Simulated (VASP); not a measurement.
Set up this calculation in VASP 6.6.1, as the native input.

```yaml
Task: single point
Functional: HSE06
Potentials_or_basis: VASP PAW PBE potentials, release 64 (Al, N, C)
Cutoff: 520 eV
k_mesh: 1 × 1 × 1, shifted
Occupations: fermi-dirac, width 0.01 eV
Spin: no spin polarisation
Dipole_correction: no
Grid_for_exact_exchange_PRECFOCK: Fast
Further_INCAR_settings: LREAL = Auto; ALGO = Normal; EDIFF = 1e-06; NBANDS = 248; ISYM = -1
Share_of_exact_exchange: 0.25
Screening_parameter: 0.2079 1/Å
```

System: Al48CN48 (a cell with a defect).

```xyz
97
Lattice="9.3893 5.4209 0.0000 -9.3893 5.4209 0.0000 0.0000 0.0000 10.0348" Properties=species:S:1:pos:R:3 pbc="T T T"
Al   -1.5661    0.9270    2.4998
Al    1.5727    0.9382    2.4907
Al   -0.0050    3.6600    2.4783
Al   -3.1013    1.8051    5.0053
Al    0.0309    1.8469    5.0018
Al    3.2447    1.6130    5.0976
Al   -1.5631    0.9288    7.5259
Al    1.5465    0.9174    7.5238
Al   -0.0468    3.6254    7.5294
Al   -3.1376    1.8305   10.0344
Al   -0.0121    1.8298   10.0346
Al    3.1179    1.8147    9.9863
Al   -6.2634    3.6330    2.4998
Al   -3.1476    3.6346    2.4940
Al   -4.7143    6.3670    2.5156
Al   -7.7929    4.5222    5.0049
Al   -4.6696    4.4410    5.0227
Al   -1.6107    4.5382    4.9999
Al   -6.2639    3.6292    7.5260
Al   -3.1363    3.6263    7.5306
Al   -4.6754    6.3290    7.5340
Al   -7.8321    4.5417   10.0348
Al   -4.7048    4.5394   10.0355
Al   -1.5843    4.5432   10.0352
Al    3.0653    3.6702    2.2566
Al    6.2294    3.6393    2.5157
Al    4.6855    6.3297    2.4904
Al    1.3669    4.6514    5.1221
Al    4.9354    4.5438    5.0976
Al    7.9194    4.5627    5.0226
Al    3.1149    3.6419    7.5013
Al    6.2817    3.6245    7.5339
Al    4.6899    6.3626    7.5237
Al    1.5121    4.5672    9.9277
Al    4.6987    4.5527    9.9863
Al    7.8173    4.5444   10.0354
Al   -1.5801    6.3529    2.5011
Al    1.5395    6.3359    2.4777
Al   -0.0103    9.0692    2.4944
Al   -3.1264    7.2454    5.0029
Al   -0.0236    7.2860    4.9997
Al    3.1269    7.2105    5.0017
Al   -1.5714    6.3477    7.5171
Al    1.5484    6.3884    7.5295
Al    0.0029    9.0635    7.5304
Al   -3.1377    7.2519   10.0400
Al   -0.0152    7.2609   10.0348
Al    3.1207    7.2561   10.0343
N    -1.5261    0.9305    4.4150
N     1.6163    0.9325    4.4201
N    -0.0544    3.6478    4.4064
N    -3.1386    1.8251    1.9103
N    -0.0022    1.8371    1.9141
N     3.1104    1.8156    1.8427
N    -1.5753    0.9288    9.4355
N     1.5426    0.9211    9.4219
N    -0.0478    3.6208    9.4132
N    -3.1278    1.8218    6.9194
N     0.0000    1.8307    6.9130
N     3.1298    1.8131    6.9542
N    -6.2470    3.5968    4.4149
N    -3.1253    3.5825    4.4051
N    -4.6145    6.1909    4.4232
N    -7.8282    4.5447    1.9109
N    -4.7087    4.5436    1.9037
N    -1.5922    4.5455    1.9077
N    -6.2695    3.6402    9.4357
N    -3.1427    3.6346    9.4374
N    -4.6918    6.3418    9.4285
N    -7.8199    4.5370    6.9190
N    -4.6985    4.5188    6.9344
N    -1.5897    4.5419    6.9146
N     3.9321    3.1695    4.2905
N     6.4308    3.6413    4.4232
N     4.7124    6.2953    4.4198
N     1.4696    4.5920    1.7491
N     4.6935    4.5585    1.8427
N     7.8112    4.5457    1.9035
N     3.1149    3.6422    9.4147
N     6.2630    3.6326    9.4284
N     4.6854    6.3645    9.4219
N     1.5136    4.5662    7.0009
N     4.7055    4.5433    6.9544
N     7.8377    4.5487    6.9345
N    -1.5618    6.3427    4.4145
N     1.5261    6.3842    4.4061
N     0.0456    9.0745    4.4051
N    -3.1452    7.2559    1.9146
N    -0.0215    7.2663    1.9073
N     3.1192    7.2438    1.9138
N    -1.5735    6.3492    9.4314
N     1.5522    6.3920    9.4133
N    -0.0070    9.0653    9.4373
N    -3.1347    7.2498    6.9199
N    -0.0170    7.2656    6.9147
N     3.1254    7.2449    6.9129
C     2.7929    3.8278    4.1776
```

These files were run (other wordings do the same):

POSCAR

```
Al48CN48
1.0
    9.3892708200      5.4208981500      0.0000000000
   -9.3892709200      5.4208979800      0.0000000000
    0.0000000000      0.0000000000     10.0348065900
Al N C
48 48 1
Direct
    0.0021000800      0.1688963100      0.2491108300
    0.1702831400      0.0027872000      0.2482091500
    0.3373158900      0.3378469200      0.2469698000
    0.0013468400      0.3316456800      0.4987967900
    0.1719957800      0.1687057400      0.4984470300
    0.3215592200     -0.0240112900      0.5079911900
    0.0024281900      0.1689095100      0.7499781900
    0.1669740200      0.0022628400      0.7497669500
    0.3318979900      0.3368855200      0.7503286000
    0.0017485100      0.3359222700      0.9999640400
    0.1681331400      0.1694213300      0.9999794600
    0.3334212900      0.0013464600      0.9951697900
    0.0015473500      0.6686285800      0.2491113900
    0.1676192500      0.5028560800      0.2485386000
    0.3362130700      0.8383093500      0.2506880700
    0.0021203900      0.8321034300      0.4987556800
    0.1609463500      0.6582843200      0.5005324600
    0.3328132200      0.5043565000      0.4982589400
    0.0011801100      0.6683096200      0.7499856300
    0.1674612600      0.5014958400      0.7504525000
    0.3347863000      0.8327357700      0.7507840200
    0.0018275900      0.8359776100      1.0000043200
    0.1681520900      0.6692316900      1.0000735200
    0.3346749800      0.5034094200      1.0000369300
    0.5017561300      0.1752909800      0.2248745400
    0.6674027300      0.0039402300      0.2506949600
    0.8333378500      0.3343154400      0.2481811400
    0.5018198700      0.3562349900      0.5104300200
    0.6819182600      0.1562751100      0.5079907400
    0.8425675900     -0.0008816800      0.5005223800
    0.5017930800      0.1700395100      0.7475302500
    0.6688242300     -0.0002101400      0.7507764900
    0.8366060600      0.3371076300      0.7497642600
    0.5017865300      0.3407357300      0.9893218400
    0.6701367000      0.1697079400      0.9951660600
    0.8354483800      0.0028687900      1.0000598200
    0.5018166700      0.6701078100      0.2492457100
    0.6663751200      0.5024141000      0.2469146400
    0.8359604000      0.8370522100      0.2485715200
    0.5017972700      0.8347745700      0.4985502000
    0.6707758600      0.6732841000      0.4982365900
    0.8315864300      0.4985525300      0.4984322500
    0.5018066000      0.6691709400      0.7491053700
    0.6716911400      0.5067765900      0.7503422900
    0.8361327200      0.8358284200      0.7504316200
    0.5017963700      0.8359709200      1.0005148600
    0.6689066300      0.6705246900      1.0000000900
    0.8354506700      0.5030858900      0.9999536100
    0.0045524800      0.1670891000      0.4399722400
    0.1720846300     -0.0000585200      0.4404781300
    0.3335593800      0.3393562600      0.4391162900
    0.0012064100      0.3354785400      0.1903692700
    0.1693287600      0.1695608900      0.1907437700
    0.3330999500      0.0018275100      0.1836267800
    0.0017773300      0.1695567300      0.9402761700
    0.1671074000      0.0028090100      0.9389209300
    0.3314226900      0.3365157100      0.9380552000
    0.0014769200      0.3346015800      0.6895423600
    0.1688508300      0.1688524300      0.6889022700
    0.3338986200      0.0005584300      0.6930114700
   -0.0009151600      0.6644226700      0.4399622900
    0.1640055300      0.4968594000      0.4389800300
    0.3252889700      0.8167491700      0.4407902700
    0.0023146900      0.8360553400      0.1904297800
    0.1683293700      0.6698320800      0.1897055200
    0.3344721100      0.5040498200      0.1901110600
    0.0018963800      0.6696245500      0.9403019900
    0.1678864700      0.5026004200      0.9404684500
    0.3350948500      0.8347915800      0.9395771100
    0.0020435000      0.8348975500      0.6895034700
    0.1665887500      0.6669998700      0.6910370900
    0.3342700200      0.5035850000      0.6890653800
    0.5017403700      0.0829495000      0.4275594000
    0.6783126700     -0.0065945100      0.4407904400
    0.8315966800      0.3297026900      0.4404497600
    0.5018052700      0.3452868400      0.1742985100
    0.6703962000      0.1705163800      0.1836350100
    0.8352372400      0.0033047700      0.1896936000
    0.5018150000      0.1700626600      0.9382014800
    0.6685696100      0.0015345200      0.9395688700
    0.8365429300      0.3375312700      0.9389204600
    0.5017723900      0.3405641700      0.6976594800
    0.6696354300      0.1684819800      0.6930322400
    0.8369267400      0.0021741700      0.6910428200
    0.5018556500      0.6681910800      0.4399151900
    0.6701215500      0.5075852600      0.4390838700
    0.8394249700      0.8345637300      0.4389866800
    0.5017673900      0.8367439500      0.1907978700
    0.6690679300      0.6713525600      0.1900662100
    0.8342410400      0.5020308300      0.1907129800
    0.5018285700      0.6694159000      0.9398703700
    0.6722307200      0.5069111400      0.9380637800
    0.8357715900      0.8365210100      0.9404563800
    0.5017639700      0.8356206300      0.6895892200
    0.6692399800      0.6710500700      0.6890682500
    0.8346790000      0.5018044400      0.6888886700
    0.5017875100      0.2043350200      0.4163101500
```

INCAR.step1

```
SYSTEM = Al48CN48
PREC = Accurate
ENCUT = 520
EDIFF = 1E-5
ISMEAR = -1
SIGMA = 0.01
LREAL = Auto
LASPH = .True.
NELM = 120
ALGO = Normal
ISIF = 2
LWAVE = .True.
NBANDS = 248
GGA = PE
GGA_COMPAT = .False.
ISYM = -1
KPAR = 1
```

INCAR.step2

```
SYSTEM = Al48CN48
PREC = Accurate
ENCUT = 520
EDIFF = 1E-6
ISMEAR = -1
SIGMA = 0.01
LREAL = Auto
LASPH = .True.
NELM = 120
ALGO = Normal
ISIF = 2
LWAVE = .False.
LCHARG = .True.
GGA = PE
LHFCALC = .True.
HFSCREEN = 0.2079
PRECFOCK = Fast
LELF = .True.
LVHAR = .True.
NBANDS = 248
ISTART = 1
GGA_COMPAT = .False.
ISYM = -1
KPAR = 1
```

KPOINTS

```
explicit points
1
Reciprocal
  0.25000000   0.25000000   0.25000000 1
```

Potentials or basis: VASP PAW PBE potentials, release 64 (Al, N, C).

The run is started by

```bash
$ cat potpaw_PBE.64/Al/POTCAR potpaw_PBE.64/N/POTCAR potpaw_PBE.64/C/POTCAR > POTCAR
$ cp INCAR.step1 INCAR
$ mpirun -np 4 vasp_std > vasp.out
$ cp INCAR.step2 INCAR
$ mpirun -np 4 vasp_std > vasp.out
```

It gave:

```
Pressure               : -3.1 GPa
Largest force          : 0.529 eV/Å
Band gap on the k mesh : 1.74 eV
```

Caveat: the PAW data sets were made with another functional, which shifts forces and pressure a little.

Wall time 10 min on 4 MPI ranks on Intel(R) Xeon(R) 6975P-C (Granite Rapids) (shared host), peak memory 0.82 GiB a rank.
